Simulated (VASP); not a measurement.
A run of VASP 6.6.1:

INCAR

```
PREC = Accurate
ENCUT = 600
EDIFF = 1E-6
ISMEAR = 0
SIGMA = 0.01
LREAL = False
LASPH = True
NELM = 120
ALGO = Normal
ISIF = 2
LWAVE = False
LCHARG = False
GGA = PS
NBANDS = 11
GGA_COMPAT = False
```

File KPOINTS:

```
regular mesh
0
Gamma
  6 6 6
```

File POSCAR:

```
AlN
1.0
    0.0000000000      2.1669725437      2.1669725437
    2.1669725437      0.0000000000      2.1669725437
    2.1669725437      2.1669725437      0.0000000000
Al N
1 1
Direct
    0.0000000000      0.0000000000      0.0000000000
    0.2500000000      0.2500000000      0.2500000000
```

Potentials or basis: VASP PAW PBE potentials, release 64 (Al, N).

Command:

```bash
$ cat potpaw_PBE.64/Al/POTCAR potpaw_PBE.64/N/POTCAR > POTCAR
$ mpirun -np 1 vasp_std > vasp.out
```

Hardware: 1 thread of AMD EPYC 9R45 96-Core Processor (Zen 5) (shared host).

Problem. Estimate the wall time of this run.

Solution. Run time: 2.6 s on 1 thread of AMD EPYC 9R45 96-Core Processor (Zen 5), with other jobs on the host, peak memory 0.1 GiB. Counts: scf iterations 11, k points 16.
